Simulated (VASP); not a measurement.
Here is a VASP 6.6.1 calculation.

File INCAR:

```
ALGO = Normal ; EDIFF = 1E-6
ENCUT = 500 ; GGA = PE
GGA_COMPAT = F ; ISIF = 2
ISMEAR = -1 ; IVDW = 12
LASPH = T ; LCHARG = F
LREAL = F ; LWAVE = F
NBANDS = 16 ; NELM = 120
PREC = Accurate ; SIGMA = 0.05
```

File KPOINTS:

```
k-points
0
Gamma
  8 8 8
```

POSCAR

```
AgBr
1.0
    0.0000000000      2.8313594341      2.8313594341
    2.8313594341      0.0000000000      2.8313594341
    2.8313594341      2.8313594341      0.0000000000
Ag Br
1 1
Direct
    0.0000000000      0.0000000000      0.0000000000
    0.5000000000      0.5000000000      0.5000000000
```

Potentials or basis: VASP PAW PBE potentials, release 64 (Ag, Br).

Command:

```sh
$ cat potpaw_PBE.64/Ag/POTCAR potpaw_PBE.64/Br/POTCAR > POTCAR
$ mpirun -np 1 vasp_std > vasp.out
```

Q: Predict the band gap on the k mesh.

A: 0.67 eV, indirect (least direct gap 2.75 eV).

Q: What does it give for the pressure?

A: 1.8 GPa.

A k mesh can miss the band edges. A hybrid or GW would open this gap; PBE tends to underestimate it.
